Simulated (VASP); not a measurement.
# BaTe (P6_3/mmc) in VASP: further runs, part 2 of 3

VASP 6.6.1. Earlier steps stand in the parts before.

### Step 3. Single point, PBE (39.26 Å³/atom)

This run uses another cell than the first one, of 39.26 Å³/atom.

File INCAR:

```
ALGO = Normal ; EDIFF = 1E-6
ENCUT = 520 ; GGA = PE
ISIF = 2 ; ISMEAR = 0
LASPH = T ; LCHARG = F
LREAL = F ; LWAVE = F
NBANDS = 24 ; NELM = 80
PREC = Accurate ; SIGMA = 0.02
```

File KPOINTS:

```
k-points
0
Gamma
  6 6 4
```

File POSCAR:

```
BaTe
1.0
    4.6677784784      0.0000000000      0.0000000000
   -2.3338892392      4.0424147415      0.0000000000
    0.0000000000      0.0000000000      8.3226575046
Ba Te
2 2
Direct
    0.0000000000      0.0000000000      0.0000000000
    0.0000000000      0.0000000000      0.5000000000
    0.3333333333      0.6666666667      0.7500000000
    0.6666666667      0.3333333333      0.2500000000
```

Potentials or basis: VASP PAW PBE potentials, release 64 (Ba_sv, Te).

Command:

```bash
> cat potpaw_PBE.64/Ba_sv/POTCAR potpaw_PBE.64/Te/POTCAR > POTCAR
> mpirun -np 1 vasp_std > vasp.out
```

OUTCAR:

```text
EDIFF = 1E-6
   ENCUT = 520
   GGA = PE
   ISIF = 2
   ISMEAR = 0
   LASPH = T
   LREAL = F
   NELM = 80
   PREC = Accurate

 ion  position               nearest neighbor table
   1  0.000  0.000  0.000-   3 3.40   4 3.40   3 3.40   4 3.40   4 3.40   3 3.40   2 4.16   2 4.16

   2  0.000  0.000  0.500-   3 3.40   4 3.40   3 3.40   4 3.40   4 3.40   3 3.40   1 4.16   1 4.16

   3  0.333  0.667  0.750-   1 3.40   2 3.40   1 3.40   2 3.40   1 3.40   2 3.40
   4  0.667  0.333  0.250-   1 3.40   2 3.40   1 3.40   2 3.40   1 3.40   2 3.40

  LATTYP: Found a hexagonal cell.
 ALAT       =     4.6677784784
 C/A-ratio  =     1.7830018162

  Lattice vectors:

 A1 = (   4.6677784784,   0.0000000000,   0.0000000000)
 A2 = (  -2.3338892392,   4.0424147415,   0.0000000000)
 A3 = (   0.0000000000,   0.0000000000,   8.3226575046)

Analysis of symmetry for initial positions (statically):
=====================================================================
 Subroutine PRICEL returns:
 Original cell was already a primitive cell.

 Routine SETGRP: Setting up the symmetry group for a
 hexagonal supercell.

 Subroutine GETGRP returns: Found 24 space group operations
 (whereof 12 operations were pure point group operations)
 out of a pool of 24 trial point group operations.

The static configuration has the point symmetry D_3d.
 The point group associated with its full space group is D_6h.

Analysis of symmetry for dynamics (positions and initial velocities):
=====================================================================
 Subroutine PRICEL returns:
 Original cell was already a primitive cell.

 Routine SETGRP: Setting up the symmetry group for a
 hexagonal supercell.

 Subroutine GETGRP returns: Found 24 space group operations
 (whereof 12 operations were pure point group operations)
 out of a pool of 24 trial point group operations.

The dynamic configuration has the point symmetry D_3d.
 The point group associated with its full space group is D_6h.

 Subroutine INISYM returns: Found 24 space group operations
 (whereof 12 operations are pure point group operations),
 and found     1 'primitive' translations

----------------------------------------------------------------------------------------

                                     Primitive cell

  volume of cell :     157.0410

  direct lattice vectors                    reciprocal lattice vectors
     4.667778478  0.000000000  0.000000000     0.214234674  0.123688447  0.000000000
    -2.333889239  4.042414742  0.000000000     0.000000000  0.247376893  0.000000000
     0.000000000  0.000000000  8.322657505     0.000000000  0.000000000  0.120153929

  length of vectors
     4.667778478  4.667778478  8.322657505     0.247376893  0.247376893  0.120153929

  position of ions in fractional coordinates (direct lattice)
     0.000000000  0.000000000  0.000000000
     0.000000000  0.000000000  0.500000000
     0.333333333  0.666666667  0.750000000
     0.666666667  0.333333333  0.250000000

  ion indices of the primitive-cell ions
   primitive index   ion index
                 1           1
                 2           2
                 3           3
                 4           4

[... 20 lines left out ...]

 Subroutine IBZKPT returns following result:
 ===========================================

 Found     21 irreducible k-points:

 Following reciprocal coordinates:
            Coordinates               Weight
  0.000000  0.000000  0.000000      1.000000
  0.166667  0.000000  0.000000      6.000000
  0.333333  0.000000  0.000000      6.000000
  0.500000  0.000000  0.000000      3.000000
  0.166667  0.166667  0.000000      6.000000
  0.333333  0.166667  0.000000     12.000000
[... 13 lines left out ...]
  0.333333  0.166667  0.500000     12.000000
  0.333333  0.333333  0.500000      2.000000
   k-points           NKPTS =     21   k-points in BZ     NKDIM =     21   number of bands    NBANDS=     24
   number of dos      NEDOS =    301   number of ions     NIONS =      4
   total plane-waves  NPLWV =  82944
   dimension x,y,z NGX =    36 NGY =   36 NGZ =   64
   dimension x,y,z NGXF=    72 NGYF=   72 NGZF=  128
   ions per type =               2   2
   NGX,Y,Z   is equivalent  to a cutoff of  12.82, 12.82, 12.78 a.u.
   NGXF,Y,Z  is equivalent  to a cutoff of  25.64, 25.64, 25.57 a.u.
 SYSTEM =  unknown system
   PREC   = accura    normal or accurate (medium, high low for compatibility)
   ISTART =      0    job   : 0-new  1-cont  2-samecut
   ICHARG =      2    charge: 1-file 2-atom 10-const
   ISPIN  =      1    spin polarized calculation?
   LNONCOLLINEAR =      F non collinear calculations
   LSORBIT =      F    spin-orbit coupling
   LASPH  =      T    aspherical Exc in radial PAW
   ENCUT  =  520.0 eV  38.22 Ry    6.18 a.u.   8.68  8.68 15.47*2*pi/ulx,y,z
   NELM   =     80;   NELMIN=  2; NELMDL= -5     # of ELM steps
   EDIFF  = 0.1E-05   stopping-criterion for ELM
   LREAL  =      F    real-space projection
   EDIFFG = 0.1E-04   stopping-criterion for IOM
   NSW    =      0    number of steps for IOM
   IBRION =     -1    ionic relax: 0-MD 1-quasi-New 2-CG
   NFREE  =      0    steps in history (QN), initial steepest desc. (CG)
   ISIF   =      2    stress and relaxation
   ISYM   =      2    0-nonsym 1-usesym 2-fastsym
   POTIM  = 0.5000    time-step for ionic-motion
   TEBEG  =    0.0;   TEEND  =   0.0 temperature during run
   PSTRESS=    0.0 pullay stress
   NELECT =      32.0000    total number of electrons
   NUPDOWN=      -1.0000    fix difference up-down
   EMIN   =  10.00;   EMAX   =-10.00  energy-range for DOS
   EFERMI =   0.00;   METHOD = LEGACY
   ISMEAR =     0;   SIGMA  =   0.02  broadening in eV -4-tet -1-fermi 0-gaus
   EFERMI_NEDOS =   21; number of points for ismear=-14 and -15
   IALGO  =     38    algorithm
   IMIX   =      4    mixing-type and parameters
     AMIX     =   0.40;   BMIX     =  1.00
     AMIX_MAG =   1.60;   BMIX_MAG =  1.00
  volume/ion in A,a.u.               =      39.26       264.94
  Fermi-wavevector in a.u.,A,eV,Ry     =   0.963357  1.820480 12.626970  0.928056
  Thomas-Fermi vector in A             =   2.092895
   LORBIT       =      0    0 simple, 1 ext, 2 COOP (PROOUT), +10 PAW based schemes
   GGA     = PE    functional components
   LHFCALC =     F    Hartree Fock is set to
   AEXX    =    0.0000 exact exchange contribution
   IVDW    =     0    specifies the selected vdW correction
   LEPSILON=     F    determine dielectric tensor
   LRPA    =     F    only Hartree local field effects (RPA)
 non-spin polarized calculation
 Gauss-broadening in eV      SIGMA  =   0.02
  energy-cutoff  :      520.00
  volume of cell :      157.04
 maximum number of plane-waves:      4251
 NGX is ok and might be reduce to    36
   NGX = 17   NGY = 17   NGZ = 31

 number of electron      32.0000001 magnetization

 Free energy of the ion-electron system (eV)
  ---------------------------------------------------
  ext. energy  EPLUGINS =         0.00000000
  ---------------------------------------------------
  free energy    TOTEN  =       -16.62949028 eV

  energy without entropy =      -16.62949028  energy(sigma->0) =      -16.62949028

 E-fermi :   3.1355     XC(G=0):  -8.5886

 val. band max:        3.0262233686   @ k =   0.0000   0.0000   0.0000
 cond. band min:       4.4383377361   @ k =   0.5000   0.0000   0.0000
 fundamental gap:      1.4121143675
 Fermi energy:         3.1354721883

 k-point     1 :       0.0000    0.0000    0.0000
  band No.  band energies     occupation
      1     -24.0453      2.00000
      2     -24.0061      2.00000
      3      -9.9763      2.00000
      4      -9.2184      2.00000
      5      -9.2184      2.00000
      6      -9.1461      2.00000
[... 556 lines left out ...]
     23       8.1614      0.00000
     24       8.1614      0.00000

------------------------ aborting loop because EDIFF is reached ----------------------------------------

  FORCE on cell =-STRESS in cart. coord.  units (eV):
  Direction    XX          YY          ZZ          XY          YZ          ZX
  --------------------------------------------------------------------------------------
  -------------------------------------------------------------------------------------
  Total        5.0550044      5.0550044      5.1806386      0.0000000      0.0000000      0.0000000
  in kB       51.5725960     51.5725960     52.8543517      0.0000000      0.0000000      0.0000000
  external PRESSURE =      51.9998479 kB  Pullay stress =       0.0000000 kB

 VOLUME and BASIS-vectors are now :
 -----------------------------------------------------------------------------
  energy-cutoff  :      520.00
  volume of cell :      157.04
      direct lattice vectors                 reciprocal lattice vectors
     4.667778478  0.000000000  0.000000000     0.214234674  0.123688447  0.000000000
    -2.333889239  4.042414742  0.000000000     0.000000000  0.247376893  0.000000000
     0.000000000  0.000000000  8.322657505     0.000000000  0.000000000  0.120153929

 POSITION                                       TOTAL-FORCE (eV/Angst)
 -----------------------------------------------------------------------------------
      0.00000      0.00000      0.00000         0.000000      0.000000      0.000000
      0.00000      0.00000      4.16133         0.000000      0.000000      0.000000
     -0.00000      2.69494      6.24199        -0.000000      0.000000     -0.000000
      2.33389      1.34747      2.08066         0.000000     -0.000000     -0.000000
 -----------------------------------------------------------------------------------
    total drift:                               -0.000000      0.000000     -0.000000

  FREE ENERGIE OF THE ION-ELECTRON SYSTEM (eV)
  ---------------------------------------------------
  free  energy   TOTEN  =       -16.6294902802 eV

  energy  without entropy=      -16.6294902802  energy(sigma->0) =      -16.62949028
```

Wall time 2.8 min (1 thread of Intel Xeon 8259CL, shared host); peak memory 0.31 GiB.

Results:

```
Free energy            : -16.6295 eV
Pressure               : 5.2 GPa
Band gap on the k mesh : 1.41 eV (least direct gap 1.44 eV)
```

Caveat: the cell stands under pressure; spin-orbit coupling is left out, which moves the levels of the heavy elements. A k mesh can miss the band edges.

[end of part 2 of 3]
